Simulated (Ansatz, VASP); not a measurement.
Te: VASP beside Ansatz

```
Te
1.0
     4.19176   -2.34749    0.00000
     4.19176    2.34749    0.00000
    -0.12915    0.00000    3.95735
Te
3
Direct
  0.67600 0.67600 0.67500
  0.32400 0.32400 0.32500
  0.00000 0.00000 0.00000
```

Change from the starting cell: equal xx and yy strain of -1 %, crystal datasets.

Alike in both runs: task electric field gradients; functional LDA; k mesh 8 × 8 × 8; occupations fermi-dirac, width 0.05 eV; no spin polarisation.

```csv
,VASP,Ansatz
version,VASP 6.6.1,Ansatz 0.2.0
potentials or method,"VASP PAW LDA potentials, release 64 (Te), cutoff 520 eV","all-electron PAW with datasets made for the crystal, scalar-relativistic"
```

|  | VASP | Ansatz | Ansatz less VASP |
| --- | --- | --- | --- |
| pressure (GPa) | 7.0 | 6.8 | -0.13 |
| traceless stress, the component that is largest in VASP (GPa) | 0.91 | 0.92 | +0.010 |
| rms of the force components (eV/Å) | 0.248 | 0.242 | -0.0059 |
| size of Vzz on the site where it differs most (V/Å²) | 305.8 | 318.3 | +12.48 |

LDA's correlation is that of Perdew and Zunger in VASP and of Perdew and Wang (1992) in Ansatz. Atom by atom the forces differ by 0.006 eV/Å (rms over components). Ansatz ran all-electron here, and VASP with PAW potentials.

Spin-orbit coupling is off throughout.
